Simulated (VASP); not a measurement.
## CaMg2O3: density of states with PBE

CaMg2O3:

```
CELL_PARAMETERS angstrom
3.14880 0.00000 0.00000
-1.57440 2.72694 0.00000
0.00000 0.00000 7.73261
ATOMIC_POSITIONS crystal
Ca 0.00000 0.00000 0.00000
Mg 0.33333 0.66667 0.34362
Mg 0.66667 0.33333 0.65638
O 0.33333 0.66667 0.81167
O 0.66667 0.33333 0.18833
O 0.00000 0.00000 0.50000
```

```json
{"Program": "VASP 6.6.1", "Task": "density of states", "Functional": "PBE", "Potentials or basis": "VASP PAW PBE potentials, release 64 (Ca_sv, Mg, O)", "Cutoff": "520 eV", "k mesh": "12 × 12 × 4", "Occupations": "gaussian, width 0.02 eV", "Spin": "no spin polarisation", "Dipole correction": "no", "k mesh for the DOS": "18 × 18 × 6", "Occupations for the DOS": "tetrahedron", "Further INCAR settings": "ALGO = Normal; EDIFF = 1e-06; NBANDS = 25"}
```

- Valence electrons inside the program's atomic spheres: Ca 8.31; Mg 0.35; O 5.04

Levels at points of the mesh, in eV from the valence-band top:
```tsv
k point	band 13	band 14	band 15	band 16	band 17	band 18	band 19	band 20
(0.00, 0.00, 0.00)	-0.63	-0.12	-0.12	0.00	4.11	6.04	6.94	7.14
(0.50, 0.00, 0.00)	-1.23	-0.99	-0.63	-0.54	4.46	7.80	8.82	8.99
(0.00, 0.00, 0.50)	-0.38	-0.38	-0.28	-0.28	5.22	5.60	6.19	7.15
(0.50, 0.00, 0.50)	-1.25	-0.87	-0.85	-0.73	4.60	7.90	8.70	9.04
```

Run time: 3.9 min on 1 thread of AMD EPYC 7R43 64-Core Processor (Zen 3) (shared host), peak memory 0.38 GiB.
